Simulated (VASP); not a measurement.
A run of VASP 6.6.1 is set up as follows.

Contents of INCAR:

```
PREC = Accurate
ENCUT = 520
EDIFF = 1E-8
ISMEAR = -1
SIGMA = 0.03
LREAL = False
LASPH = True
NELM = 100
ALGO = Normal
ISIF = 2
LWAVE = False
LCHARG = False
GGA = PS
LEFG = True
NBANDS = 28
```

KPOINTS

```
regular mesh
0
Gamma
  7 7 7
```

File POSCAR:

```
BaTiO3
1.0
    4.0782473671      0.0000000000      0.0000000000
    0.0000000000      4.0782473671      0.0000000000
    0.0000000000      0.0000000000      4.0968043205
Ba Ti O
1 1 3
Direct
    0.0000000000      0.0000000000      0.0000000000
    0.5000000000      0.5000000000      0.5000000000
    0.5000000000      0.5000000000      0.0000000000
    0.5000000000      0.0000000000      0.5000000000
    0.0000000000      0.5000000000      0.5000000000
```

Potentials or basis: VASP PAW PBE potentials, release 64 (Ba_sv, Ti_sv, O).

The run is started by

```bash
$ cat potpaw_PBE.64/Ba_sv/POTCAR potpaw_PBE.64/Ti_sv/POTCAR potpaw_PBE.64/O/POTCAR > POTCAR
$ mpirun -np 1 vasp_std > vasp.out
```

Task: What does it give for the pressure?

Result: -11.2 GPa.

Task: What does it give for the band gap on the k mesh?

Result: 1.64 eV, indirect (least direct gap 1.77 eV).

Stress tensor (GPa, compression positive):
```
-11.02   0.00   0.00
  0.00 -11.02   0.00
  0.00   0.00 -11.65
```

Caveat: without QUAD_EFG the Cq values of the log hold for a quadrupole moment of 1 mb, not for the nuclei; the PAW data sets were made with another functional, which shifts forces and pressure a little; spin-orbit coupling is left out, which moves the levels of the heavy elements. A k mesh can miss the band edges.
